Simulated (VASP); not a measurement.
Set up this calculation in VASP 6.6.1, as the native input.

- Task: single point
- Functional: PBE
- Potentials or basis: VASP PAW PBE potentials, release 64 (In_d, Ge_d)
- Cutoff: 520 eV
- k mesh: 6 × 6 × 2
- Occupations: gaussian, width 0.1 eV
- Spin: no spin polarisation
- Dipole correction: no
- Further INCAR settings: ALGO = Fast; EDIFF = 1e-06; NBANDS = 27

The structure of In2Ge lies in POSCAR:

```
In2Ge
1.0
    3.4197712220      0.0000000000      0.0000000000
   -1.7098856110      2.9616087534      0.0000000000
    0.0000000000      0.0000000000      7.4057435155
In Ge
2 1
Direct
    0.3333333333      0.6666666667      0.6855774322
    0.6666666667      0.3333333333      0.3144225678
    0.0000000000      0.0000000000      0.0000000000
```

The input as run:

INCAR

```
SYSTEM = In2Ge
PREC     = Accurate       ! precision mode
ENCUT    = 520            ! plane-wave cutoff, eV
EDIFF    = 1E-6           ! SCF threshold, eV
ISMEAR   = 0              ! smearing method
SIGMA    = 0.1            ! smearing width, eV
LREAL    = .False.        ! projectors in reciprocal space
LASPH    = .True.         ! aspherical terms in the spheres
NELM     = 60             ! most SCF steps
ALGO     = Fast           ! electronic algorithm
ISIF     = 2              ! what is computed and relaxed
LWAVE    = .False.        ! write WAVECAR
LCHARG   = .True.         ! write CHGCAR
GGA      = PE             ! functional
LELF     = .True.         ! ELF
LVHAR    = .True.       
NBANDS   = 27             ! bands
```

KPOINTS

```
regular mesh
0
Gamma
  6 6 2
  0 0 0
```

Potentials or basis: VASP PAW PBE potentials, release 64 (In_d, Ge_d).

Launch:

```bash
$ cat potpaw_PBE.64/In_d/POTCAR potpaw_PBE.64/Ge_d/POTCAR > POTCAR
$ mpirun -np 1 vasp_std > vasp.out
```

It gave:

```json
{
 "Pressure": "0.1 GPa",
 "Largest force": "0.008 eV/Å",
 "Band gap on the k mesh": "zero (bands 20 and 21 overlap by 6.56 eV)"
}
```

Caveat: the k points lie up to 0.42 Å⁻¹ apart, too coarse for converged energies and pressures of a metal; spin-orbit coupling is left out, which moves the levels of the heavy elements.

Run time: 60 s on 1 thread of Intel Xeon 8259CL (shared host), peak memory 0.2 GiB.
